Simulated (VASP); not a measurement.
Crystal: Na2S.

```
CELL_PARAMETERS angstrom
0.00000 3.25543 3.25543
3.25543 0.00000 3.25543
3.25543 3.25543 0.00000
ATOMIC_POSITIONS crystal
S 0.00000 0.00000 0.00000
Na 0.25000 0.25000 0.25000
Na 0.75000 0.75000 0.75000
```

Base run:

| Quantity | Value |
| --- | --- |
| Program | VASP 6.6.1 |
| Functional | PBE |
| Potentials or basis | VASP PAW PBE potentials, release 64 (S, Na_pv) |
| Cutoff | 500 eV |
| k mesh | 6 × 6 × 6 |
| Occupations | gaussian, width 0.01 eV |
| Spin | no spin polarisation |

Its results: band gap on the k mesh 2.53 eV; pressure 0.8 GPa.

Question: The run is repeated on the same cell with these changes: functional from PBE to r2SCAN; cutoff from 500 eV to 550 eV. What comes out?

Answer: Band gap on the k mesh 3.11 eV; pressure -0.1 GPa.

Caveats: the structure was generated, so it needn't be the stable form of Na2S; the PAW data sets were made with another functional, which shifts forces and pressure a little (at least some runs).

